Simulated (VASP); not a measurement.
Set up this calculation in VASP 6.6.1, as the native input.

```
Task                   : single point
Functional             : PBEsol
Potentials or basis    : VASP PAW PBE potentials, release 64 (Pb_d, S)
Cutoff                 : 500 eV
k mesh                 : 5 × 5 × 3
Occupations            : gaussian, width 0.01 eV
Spin                   : no spin polarisation
Dipole correction      : no
Further INCAR settings : ALGO = Normal; EDIFF = 1e-06; NBANDS = 28
```

The structure of PbS lies in POSCAR:

```
PbS
1.0
    2.0362488219     -3.5270302522      0.0000000000
    2.0362488219      3.5270302522      0.0000000000
    0.0000000000      0.0000000000      7.3120482818
Pb S
2 2
Direct
   -0.0000132379      1.0000132379      0.4770602883
    1.0000132379     -0.0000132379      0.9770602883
    0.6666674745      0.3333325255      0.7021397117
    0.3333325255      0.6666674745      0.2021397117
```

One way to write it, as run:

INCAR

```
SYSTEM = PbS
PREC = Accurate
ENCUT = 500
EDIFF = 1E-6
ISMEAR = 0
SIGMA = 0.01
LREAL = .False.
LASPH = .True.
NELM = 120
ALGO = Normal
ISIF = 2
LWAVE = .False.
LCHARG = .True.
GGA = PS
LELF = .True.
LVHAR = .True.
NBANDS = 28
GGA_COMPAT = .False.
```

KPOINTS

```
regular mesh
0
Gamma
  5 5 3
  0 0 0
```

Potentials or basis: VASP PAW PBE potentials, release 64 (Pb_d, S).

Run with:

```bash
$ cat potpaw_PBE.64/Pb_d/POTCAR potpaw_PBE.64/S/POTCAR > POTCAR
$ mpirun -np 1 vasp_std > vasp.out
```

Results of the run:

```json
{
  "Pressure": "-0.1 GPa",
  "Band gap on the k mesh": "0.40 eV, indirect (least direct gap 0.70 eV)"
}
```

Caveat: the PAW data sets were made with another functional, which shifts forces and pressure a little; spin-orbit coupling is left out, which moves the levels of the heavy elements.

Wall time 47 s on 1 thread of Intel(R) Xeon(R) Platinum 8375C CPU @ 2.90GHz (Ice Lake) (shared host), peak memory 0.22 GiB.
